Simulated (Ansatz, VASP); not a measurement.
One calculation of NbSnS4, two programs

Contents of INCAR:

```
  PREC = Accurate
  ENCUT = 520
  EDIFF = 1E-6
  ISMEAR = 0
  SIGMA = 0.1
  LREAL = F
  LASPH = T
  NELM = 150
  ALGO = Normal
  ISIF = 2
  LWAVE = F
  LCHARG = F
  ISPIN = 2
  MAGMOM = 0.25 -0.01 -0.02 -0.02 -0.02 -0.02
  LORBIT = 11
  LMAXMIX = 4
  GGA = PE
  NBANDS = 38
```

Contents of KPOINTS:

```
Automatic mesh
0
Gamma
  4 4 4
```

The input POSCAR:

```
NbSnS4
1.0
    4.4358006300      0.0000000000      0.0000000000
    0.0000000000      4.4358006300      0.0000000000
    0.0000000000      0.0000000000      6.3742477700
Nb Sn S
1 1 4
Direct
    0.5000000000      0.5000000000      0.5000000000
    0.0000000000      0.0000000000      0.0000000000
    0.5000000000      0.0000000000      0.7631459800
    0.0000000000      0.5000000000      0.2368540200
    0.5000000000      0.0000000000      0.2368540200
    0.0000000000      0.5000000000      0.7631459800
```

Input for Ansatz:

```yaml
crystal:
  lattice:
    - [4.43580063, 0.0, 0.0]
    - [0.0, 4.43580063, 0.0]
    - [0.0, 0.0, 6.37424777]
  atoms:
    - { symbol: Nb, position: [0.5, 0.5, 0.5] }
    - { symbol: Sn, position: [0.0, 0.0, 0.0] }
    - { symbol: S, position: [0.5, 0.0, 0.76314598] }
    - { symbol: S, position: [0.0, 0.5, 0.23685402] }
    - { symbol: S, position: [0.5, 0.0, 0.23685402] }
    - { symbol: S, position: [0.0, 0.5, 0.76314598] }
basis:
  ecutwfc: 420
kpoints:
  mp_grid: { grid: [4, 4, 4] }
hamiltonian:
  xc: pbe
scf:
  occupations: { method: gaussian, width: 0.1 }
  lower_state_search: "off"
output:
  forces: true
  stress: true
  eigenvalues: true
  populations: true
magnetization:
  spin_polarized: true
```

Change from the starting cell: species swapped into the CePrO4 type (P4/mmm, No. 123).

Alike in both runs: task single point; functional PBE; k mesh 4 × 4 × 4; occupations gaussian, width 0.1 eV; collinear spin.

|  | VASP | Ansatz |
| --- | --- | --- |
| version | VASP 6.6.1 | Ansatz 0.2.0 |
| potentials or method | VASP PAW PBE potentials, release 64 (Nb_sv, Sn_d, S), cutoff 520 eV | scalar-relativistic, plane waves, PAW |
| valence electrons in the cell | 51 | 51 |

Ansatz gave:

```
gap on the k mesh at the Fermi level (eV)                     : none
pressure (GPa)                                                : -3.3
traceless stress, the component that is largest in VASP (GPa) : -1.06
rms of the force components (eV/Å)                            : 1.035
net moment per atom (μB)                                      : 0.03
size of the moment on the site where the two differ most (μB) : 0.23
```

Task: What did VASP give for the same quantities?

Result: gap on the k mesh at the Fermi level (eV): none; pressure (GPa): -3.4; traceless stress, the component that is largest in VASP (GPa): -0.89; rms of the force components (eV/Å): 1.034; net moment per atom (μB): 0.00; size of the moment on the site where the two differ most (μB): 0.00.

Site moments also hang on the region over which each program counts them. Atom by atom the forces differ by 0.001 eV/Å (rms over components). A gap of «none» marks a metal or a gap that the smearing closes. With one functional, cell and mesh, what is left measures potentials, basis and numerics. Ansatz's warnings: no starting moments.
